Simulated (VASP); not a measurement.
## MgSi: single point with LDA

Crystal: MgSi.

```
Mg Si
1.0
     2.90839    0.00000    0.00000
     0.00000    2.90839    0.00000
     0.00000    0.00000    4.10343
Mg Si
1 1
Direct
  0.00000 0.00000 0.07311
  0.50000 0.50000 0.50000
```

This cell differs from its parent crystal: all Mg atoms moved -0.300 Å, as atom 1 towards its neighbour atom 1 (Mg) at 4.103 Å.

| Item | Value |
| --- | --- |
| Program | VASP 6.6.1 |
| Task | single point |
| Functional | LDA |
| Potentials or basis | VASP PAW LDA potentials, release 64 (Mg, Si) |
| Cutoff | 520 eV |
| k mesh | 16 × 16 × 12 |
| Occupations | gaussian, width 0.15 eV |
| Spin | no spin polarisation |
| Dipole correction | no |
| Further INCAR settings | ALGO = Normal; EDIFF = 1e-06; NBANDS = 10 |

| Quantity | Value |
| --- | --- |
| Pressure | -0.8 GPa |
| Largest force | 1.080 eV/Å |
| Band gap on the k mesh | zero (bands 3 and 4 overlap by 6.08 eV) |

Forces in eV/Å, atoms in the order of the input:
```
Mg   0.000  0.000 -1.080
Si   0.000  0.000  1.080
```

Stress tensor (GPa, compression positive):
```
 0.08  0.00  0.00
 0.00  0.08  0.00
 0.00  0.00 -2.61
```

Levels at points of the mesh, in eV from the Fermi level:
| k point | band 1 | band 2 | band 3 | band 4 | band 5 | band 6 | band 7 |
| --- | --- | --- | --- | --- | --- | --- | --- |
| (0.00, 0.00, 0.00) | -11.26 | -2.68 | -1.00 | 4.20 | 4.20 | 5.34 | 8.26 |
| (0.50, 0.00, 0.00) | -7.94 | -5.89 | -0.01 | 2.56 | 3.03 | 4.02 | 6.34 |
| (0.50, 0.50, 0.00) | -4.45 | -3.14 | -3.14 | 0.40 | 2.70 | 5.77 | 5.77 |
| (0.00, 0.00, 0.50) | -10.32 | -6.91 | 4.64 | 4.64 | 6.44 | 7.33 | 8.14 |
| (0.50, 0.00, 0.50) | -7.14 | -4.98 | -3.59 | -1.44 | 6.85 | 9.64 | 10.36 |
| (0.50, 0.50, 0.50) | -3.56 | -2.45 | -2.45 | -0.43 | 1.32 | 1.42 | 1.42 |

It took 29 s on 1 thread of Intel(R) Xeon(R) Platinum 8559C (Emerald Rapids), on a shared host, peak memory 0.23 GiB.

Caveat: the cell differs from its parent crystal (all Mg atoms moved -0.300 Å, as atom 1 towards its neighbour atom 1 (Mg) at 4.103 Å); forces of over 1 eV/Å act on the atoms, so gaps and moduli don't describe the material at rest.
